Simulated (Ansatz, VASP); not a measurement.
# CsPt: VASP beside Ansatz

```
CELL_PARAMETERS angstrom
0.00000 3.57667 3.57667
3.57667 0.00000 3.57667
3.57667 3.57667 0.00000
ATOMIC_POSITIONS crystal
Cs 0.00000 0.00000 0.00000
Pt 0.25000 0.25000 0.25000
```

Change from the starting cell: species swapped into the MnSe type (F-43m, No. 216).

Alike in both runs: task relaxation of cell and atoms; functional PBE; k mesh 14 × 14 × 14; occupations gaussian, width 0.1 eV; no spin polarisation.

|  | VASP | Ansatz |
| --- | --- | --- |
| version | VASP 6.6.1 | Ansatz 0.2.0 |
| potentials or method | VASP PAW PBE potentials, release 64 (Cs_sv, Pt), cutoff 600 eV | scalar-relativistic, plane waves, PAW |
| valence electrons in the cell | 19 | 27 |

```tsv
	VASP	Ansatz	Ansatz less VASP
gap on the k mesh at the Fermi level, each at its own relaxed structure (eV)	none	none	-
relaxed volume (Å³/atom)	48.67	45.75	-2.914
relaxed cell length with the largest relative difference (Å)	5.163	5.058	-0.1052
```

A gap of «none» marks a metal or a gap that the smearing closes. One of these differences is far larger than is usual between the two programs; its cause wasn't traced. VASP's potentials hold 19 valence electrons a cell and Ansatz's 27, so a difference there can come from the potentials and not from the codes.

Spin-orbit coupling is off throughout.
